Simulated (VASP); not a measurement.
# Sb (P4/mmm) in VASP: further runs

Runs on Sb. Level: PBEsol. Tasks: single point.

All numbers are computed with VASP 6.6.1; they aren't measurements. Logs are shortened: lines on timing, memory, paths and dates and some standing lists are left out, and cuts for length are marked.

### 1 The cell of the first run

Symmetry: P4/mmm, No. 123, tetragonal system. The conventional cell has a = 3.081 Å, b = 3.081 Å, c = 3.318 Å, α = 90.00°, β = 90.00°, γ = 90.00°. Within 4.1 Å of Sb (site symmetry 4/mmm) lie 6 Sb at 3.08 to 3.32 Å.

### 2 Single point, PBEsol (strain -0.025 along x and y, +0.050 along z)

INCAR

```
SYSTEM = Sb
PREC = Accurate
ENCUT = 520
EDIFF = 1E-6
ISMEAR = 0
SIGMA = 0.15
LREAL = .FALSE.
LASPH = .TRUE.
NELM = 80
ALGO = Normal
ISIF = 2
LWAVE = .FALSE.
LCHARG = .FALSE.
GGA = PS
NBANDS = 8
```

KPOINTS

```
regular mesh
0
G
  16 16 16
  0 0 0
```

POSCAR

```
Sb
1.0
    3.0810000000      0.0000000000      0.0000000000
    0.0000000000      3.0810000000      0.0000000000
    0.0000000000      0.0000000000      3.3180000000
Sb
1
Direct
    0.0000000000      0.0000000000      0.0000000000
```

Potentials or basis: VASP PAW PBE potentials, release 64 (Sb).

The run is started by

```sh
> cat potpaw_PBE.64/Sb/POTCAR > POTCAR
> mpirun -np 1 vasp_std > vasp.out
```

OUTCAR:

```text
SYSTEM = Sb
   PREC = Accurate
   ENCUT = 520
   EDIFF = 1E-6
   ISMEAR = 0
   LREAL = .FALSE.
   LASPH = .TRUE.
   NELM = 80
   ISIF = 2
   GGA = PS

 ion  position               nearest neighbor table
   1  0.000  0.000  0.000-

  LATTYP: Found a simple tetragonal cell.
 ALAT       =     3.0810000000
 C/A-ratio  =     1.0769230769

  Lattice vectors:

 A1 = (   3.0810000000,   0.0000000000,   0.0000000000)
 A2 = (   0.0000000000,   3.0810000000,   0.0000000000)
 A3 = (   0.0000000000,   0.0000000000,   3.3180000000)

Analysis of symmetry for initial positions (statically):
=====================================================================
 Subroutine PRICEL returns:
 Original cell was already a primitive cell.

 Routine SETGRP: Setting up the symmetry group for a
 simple tetragonal supercell.

 Subroutine GETGRP returns: Found 16 space group operations
 (whereof 16 operations were pure point group operations)
 out of a pool of 16 trial point group operations.

The static configuration has the point symmetry D_4h.

Analysis of symmetry for dynamics (positions and initial velocities):
=====================================================================
 Subroutine PRICEL returns:
 Original cell was already a primitive cell.

 Routine SETGRP: Setting up the symmetry group for a
 simple tetragonal supercell.

 Subroutine GETGRP returns: Found 16 space group operations
 (whereof 16 operations were pure point group operations)
 out of a pool of 16 trial point group operations.

The dynamic configuration has the point symmetry D_4h.

 Subroutine INISYM returns: Found 16 space group operations
 (whereof 16 operations are pure point group operations),
 and found     1 'primitive' translations

----------------------------------------------------------------------------------------

                                     Primitive cell

  volume of cell :      31.4963

  direct lattice vectors                    reciprocal lattice vectors
     3.081000000  0.000000000  0.000000000     0.324569945  0.000000000  0.000000000
     0.000000000  3.081000000  0.000000000     0.000000000  0.324569945  0.000000000
     0.000000000  0.000000000  3.318000000     0.000000000  0.000000000  0.301386377

  length of vectors
     3.081000000  3.081000000  3.318000000     0.324569945  0.324569945  0.301386377

  position of ions in fractional coordinates (direct lattice)
     0.000000000  0.000000000  0.000000000

  ion indices of the primitive-cell ions
   primitive index   ion index
                 1           1

----------------------------------------------------------------------------------------

 KPOINTS: regular mesh

Automatic generation of k-mesh.
 Grid dimensions read from file:
 generate k-points for:   16   16   16

 Generating k-lattice:

  Cartesian coordinates                     Fractional coordinates (reciprocal lattice)
     0.020285622  0.000000000  0.000000000     0.062500000  0.000000000  0.000000000
     0.000000000  0.020285622  0.000000000     0.000000000  0.062500000  0.000000000
     0.000000000  0.000000000  0.018836649     0.000000000  0.000000000  0.062500000

  Length of vectors
     0.020285622  0.020285622  0.018836649

  Shift w.r.t. Gamma in fractional coordinates (k-lattice)
     0.000000000  0.000000000  0.000000000

 Subroutine IBZKPT returns following result:
 ===========================================

 Found    405 irreducible k-points:

 Following reciprocal coordinates:
            Coordinates               Weight
  0.000000  0.000000  0.000000      1.000000
  0.062500  0.000000  0.000000      4.000000
  0.125000  0.000000  0.000000      4.000000
  0.187500  0.000000  0.000000      4.000000
  0.250000  0.000000  0.000000      4.000000
  0.312500  0.000000  0.000000      4.000000
[... 16 lines left out ...]
  0.437500  0.125000  0.000000      8.000000
  0.500000  0.125000  0.000000      4.000000
 [... further k-points ...]
   k-points           NKPTS =    405   k-points in BZ     NKDIM =    405   number of bands    NBANDS=      8
   number of dos      NEDOS =    301   number of ions     NIONS =      1
   total plane-waves  NPLWV =  16128
   dimension x,y,z NGX =    24 NGY =   24 NGZ =   28
   dimension x,y,z NGXF=    48 NGYF=   48 NGZF=   56
   ions per type =               1
   NGX,Y,Z   is equivalent  to a cutoff of  12.95, 12.95, 14.03 a.u.
   NGXF,Y,Z  is equivalent  to a cutoff of  25.90, 25.90, 28.06 a.u.
 SYSTEM =  Sb
   PREC   = accura    normal or accurate (medium, high low for compatibility)
   ISTART =      0    job   : 0-new  1-cont  2-samecut
   ICHARG =      2    charge: 1-file 2-atom 10-const
   ISPIN  =      1    spin polarized calculation?
   LNONCOLLINEAR =      F non collinear calculations
   LSORBIT =      F    spin-orbit coupling
   LASPH  =      T    aspherical Exc in radial PAW
   ENCUT  =  520.0 eV  38.22 Ry    6.18 a.u.   5.73  5.73  6.17*2*pi/ulx,y,z
   NELM   =     80;   NELMIN=  2; NELMDL= -5     # of ELM steps
   EDIFF  = 0.1E-05   stopping-criterion for ELM
   LREAL  =      F    real-space projection
   EDIFFG = 0.1E-04   stopping-criterion for IOM
   NSW    =      0    number of steps for IOM
   IBRION =     -1    ionic relax: 0-MD 1-quasi-New 2-CG
   NFREE  =      0    steps in history (QN), initial steepest desc. (CG)
   ISIF   =      2    stress and relaxation
   ISYM   =      2    0-nonsym 1-usesym 2-fastsym
   POTIM  = 0.5000    time-step for ionic-motion
   TEBEG  =    0.0;   TEEND  =   0.0 temperature during run
   PSTRESS=    0.0 pullay stress
   NELECT =       5.0000    total number of electrons
   NUPDOWN=      -1.0000    fix difference up-down
   EMIN   =  10.00;   EMAX   =-10.00  energy-range for DOS
   EFERMI =   0.00;   METHOD = LEGACY
   ISMEAR =     0;   SIGMA  =   0.15  broadening in eV -4-tet -1-fermi 0-gaus
   EFERMI_NEDOS =   21; number of points for ismear=-14 and -15
   IALGO  =     38    algorithm
   IMIX   =      4    mixing-type and parameters
     AMIX     =   0.40;   BMIX     =  1.00
     AMIX_MAG =   1.60;   BMIX_MAG =  1.00
  volume/ion in A,a.u.               =      31.50       212.55
  Fermi-wavevector in a.u.,A,eV,Ry     =   0.886431  1.675112 10.690911  0.785760
  Thomas-Fermi vector in A             =   2.007596
   LORBIT       =      0    0 simple, 1 ext, 2 COOP (PROOUT), +10 PAW based schemes
   GGA     = PS    functional components
   LHFCALC =     F    Hartree Fock is set to
   AEXX    =    0.0000 exact exchange contribution
   IVDW    =     0    specifies the selected vdW correction
   LEPSILON=     F    determine dielectric tensor
   LRPA    =     F    only Hartree local field effects (RPA)
 non-spin polarized calculation
 Gauss-broadening in eV      SIGMA  =   0.15
  energy-cutoff  :      520.00
  volume of cell :       31.50
 maximum number of plane-waves:       880
 NGX is ok and might be reduce to    24
   NGX = 11   NGY = 11   NGZ = 13

 number of electron       5.0000000 magnetization

 Free energy of the ion-electron system (eV)
  ---------------------------------------------------
  ext. energy  EPLUGINS =         0.00000000
  ---------------------------------------------------
  free energy    TOTEN  =        -4.46050392 eV

  energy without entropy =       -4.45422579  energy(sigma->0) =       -4.45736485

 E-fermi :   6.3233     XC(G=0):  -9.5205

 val. band max:        6.3155952200   @ k =   0.5000   0.0625   0.2500
 cond. band min:       6.3284806427   @ k =   0.4375   0.1250   0.2500
 fundamental gap:      0.0128854226
 Fermi energy:         6.3233123568

 k-point     1 :       0.0000    0.0000    0.0000
  band No.  band energies     occupation
      1      -5.7183      2.00000
      2       8.2005      0.00000
      3      10.0877      0.00000
      4      10.0877      0.00000
      5      12.3001      0.00000
      6      13.6712      0.00000
      7      14.6729      0.00000
      8      23.4477      0.00000

 k-point     2 :       0.0625    0.0000    0.0000
  band No.  band energies     occupation
      1      -5.6601      2.00000
      2       8.2576      0.00000
      3       9.3098      0.00000
      4      10.1458      0.00000
      5      12.3587      0.00000
      6      14.0061      0.00000
      7      15.2250      0.00000
      8      22.6718      0.00000

 k-point     3 :       0.1250    0.0000    0.0000
  band No.  band energies     occupation
      1      -5.4864      2.00000
      2       7.8201      0.00000
      3       8.4257      0.00000
      4      10.3172      0.00000
      5      12.5145      0.00000
      6      14.2884      0.00000
      7      16.7691      0.00000
      8      21.4808      0.00000

 k-point     4 :       0.1875    0.0000    0.0000
  band No.  band energies     occupation
      1      -5.2009      2.00000
      2       6.2370      1.58426
      3       8.6951      0.00000
      4      10.5917      0.00000
      5      12.7673      0.00000
      6      14.5565      0.00000
      7      18.5933      0.00000
      8      20.2769      0.00000

 k-point     5 :       0.2500    0.0000    0.0000
  band No.  band energies     occupation
      1      -4.8122      2.00000
      2       4.7220      2.00000
      3       9.0468      0.00000
      4      10.9498      0.00000
      5      13.1181      0.00000
      6      14.8929      0.00000
      7      19.1337      0.00000
      8      19.9109      0.00000
[... 177 lines left out ...]
 k-point    22 :       0.3750    0.1250    0.0000
  band No.  band energies     occupation
      1      -3.5923      2.00000
      2       2.3958      2.00000
      3       9.5793      0.00000
      4      10.0723      0.00000
      5      14.2872      0.00000
      6      15.6373      0.00000
      7      17.4349      0.00000
      8      17.7631      0.00000

 k-point    23 :       0.4375    0.1250    0.0000
  band No.  band energies     occupation
      1      -3.1399      2.00000
      2       1.5444      2.00000
      3       9.9459      0.00000
      4      10.3796      0.00000
      5      14.6275      0.00000
      6      15.2616      0.00000
      7      16.8548      0.00000
      8      17.0244      0.00000

 k-point    24 :       0.5000    0.1250    0.0000
  band No.  band energies     occupation
      1      -2.9437      2.00000
      2       1.2145      2.00000
      3      10.0953      0.00000
      4      10.4984      0.00000
      5      14.5545      0.00000
      6      15.4687      0.00000
      7      16.5722      0.00000
      8      16.6447      0.00000

 [... further k-points ...]
[... 5 lines left out ...]
  --------------------------------------------------------------------------------------
  -------------------------------------------------------------------------------------
  Total       -0.4132494     -0.4132494     -1.6141613      0.0000000     -0.0000000      0.0000000
  in kB      -21.0214665    -21.0214665    -82.1103158      0.0000000     -0.0000000      0.0000000
  external PRESSURE =     -41.3844163 kB  Pullay stress =       0.0000000 kB

 VOLUME and BASIS-vectors are now :
 -----------------------------------------------------------------------------
  energy-cutoff  :      520.00
  volume of cell :       31.50
      direct lattice vectors                 reciprocal lattice vectors
     3.081000000  0.000000000  0.000000000     0.324569945  0.000000000  0.000000000
     0.000000000  3.081000000  0.000000000     0.000000000  0.324569945  0.000000000
     0.000000000  0.000000000  3.318000000     0.000000000  0.000000000  0.301386377

 POSITION                                       TOTAL-FORCE (eV/Angst)
 -----------------------------------------------------------------------------------
      0.00000      0.00000      0.00000         0.000000      0.000000      0.000000
 -----------------------------------------------------------------------------------
    total drift:                               -0.000000      0.000000      0.000000

  FREE ENERGIE OF THE ION-ELECTRON SYSTEM (eV)
  ---------------------------------------------------
  free  energy   TOTEN  =        -4.4605039225 eV

  energy  without entropy=       -4.4542257871  energy(sigma->0) =       -4.45736485
```

Run time: 31 s. Hardware: 1 thread of Intel Xeon Platinum 8259CL at 2.50GHz (Skylake/Cascade Lake), shared host; peak memory 0.22 GiB.

Results:

```yaml
Free_energy: -4.4605 eV
Pressure: -4.1 GPa
```

Caveat: the cell differs from its parent crystal (strain -0.025 along x and y, +0.050 along z); the PAW data sets were made with another functional, which shifts forces and pressure a little; spin-orbit coupling is left out, which moves the levels of the heavy elements.

### 3 Single point, PBEsol (strain +0.025 along x and y, -0.050 along z)

INCAR

```
PREC     = Accurate       # precision mode
ENCUT    = 520            # plane-wave cutoff, eV
EDIFF    = 1E-6           # SCF threshold, eV
ISMEAR   = 0              # smearing method
SIGMA    = 0.15           # smearing width, eV
LREAL    = False          # projectors in reciprocal space
LASPH    = True           # aspherical terms in the spheres
NELM     = 80             # most SCF steps
ALGO     = Normal         # electronic algorithm
ISIF     = 2              # what is computed and relaxed
LWAVE    = False          # write WAVECAR
LCHARG   = False          # write CHGCAR
GGA      = PS             # functional
NBANDS   = 8              # bands
```

KPOINTS

```
regular mesh
0
Gamma
  16 16 16
```

POSCAR

```
Sb
1.0
    3.2390000000      0.0000000000      0.0000000000
    0.0000000000      3.2390000000      0.0000000000
    0.0000000000      0.0000000000      3.0020000000
Sb
1
Direct
    0.0000000000      0.0000000000      0.0000000000
```

Potentials or basis: VASP PAW PBE potentials, release 64 (Sb).

The run is started by

```sh
> cat potpaw_PBE.64/Sb/POTCAR > POTCAR
> mpirun -np 1 vasp_std > vasp.out
```

Run time: 28 s. Hardware: 1 thread of Intel Xeon Platinum 8259CL at 2.50GHz (Skylake/Cascade Lake), shared host; peak memory 0.22 GiB.

Results (log left out):

```
Free energy : -4.4587 eV
Pressure    : -4.2 GPa
```

Stress tensor (GPa, compression positive):
```
-6.68  0.00  0.00
 0.00 -6.68  0.00
 0.00  0.00  0.83
```

Levels at points of the mesh, in eV from the Fermi level:
```
           k point  band 1  band 2  band 3  band 4  band 5  band 6
(0.00, 0.00, 0.00)  -12.01    2.46    2.46    4.58    6.46    6.58
(0.50, 0.00, 0.00)  -10.08   -5.16    4.05    6.20    8.62   10.28
(0.50, 0.50, 0.00)   -8.09   -3.41   -3.41    2.23    7.82   12.94
(0.00, 0.00, 0.50)   -9.11   -5.37    4.83    4.83    8.99    9.73
(0.50, 0.00, 0.50)   -7.03   -3.73   -2.70    2.43    6.42   12.30
(0.50, 0.50, 0.50)   -4.78   -2.22   -1.09   -1.09    4.75    4.75
```

Caveat: the cell differs from its parent crystal (strain +0.025 along x and y, -0.050 along z); the PAW data sets were made with another functional, which shifts forces and pressure a little; spin-orbit coupling is left out, which moves the levels of the heavy elements.
